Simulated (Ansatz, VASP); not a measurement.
## One calculation of Si3N4, two programs

```
Si N
1.0
     7.61700    0.00000    0.00000
    -3.80850    6.59652    0.00000
     0.00000    0.00000    2.91340
Si N
6 8
Direct
  0.17405 0.76794 0.25000
  0.40611 0.17405 0.75000
  0.23206 0.40611 0.25000
  0.82595 0.23206 0.75000
  0.59389 0.82595 0.25000
  0.76794 0.59389 0.75000
  0.33333 0.66667 0.25000
  0.66667 0.33333 0.75000
  0.32979 0.03000 0.25000
  0.29979 0.32979 0.75000
  0.97000 0.29979 0.25000
  0.67021 0.97000 0.75000
  0.70021 0.67021 0.25000
  0.03000 0.70021 0.75000
```

Alike in both runs: task electric field gradients; functional PBEsol; k mesh 4 × 4 × 9; occupations fermi-dirac, width 0.02 eV; no spin polarisation.

```csv
,VASP,Ansatz
version,VASP 6.6.1,Ansatz 0.2.0
potentials or method,"VASP PAW PBE potentials, release 64 (Si, N)","plane-wave PAW, scalar-relativistic"
plane-wave cutoff (eV),520,420
valence electrons in the cell,64,64
```

```csv
,VASP,Ansatz,Ansatz less VASP
gap on the k mesh at the Fermi level (eV),4.18,4.19,+0.011
pressure (GPa),0.5,0.3,-0.21
"traceless stress, the component that is largest in VASP (GPa)",-0.46,-0.45,+0.018
rms of the force components (eV/Å),0.014,0.014,+0.0004
size of Vzz on the site where it differs most (V/Å²),44.0,47.2,+3.21
```

VASP's potentials were made for PBE, not for PBEsol. Atom by atom the forces differ by 0.002 eV/Å (rms over components). With one functional, cell and mesh, what is left measures potentials, basis and numerics.
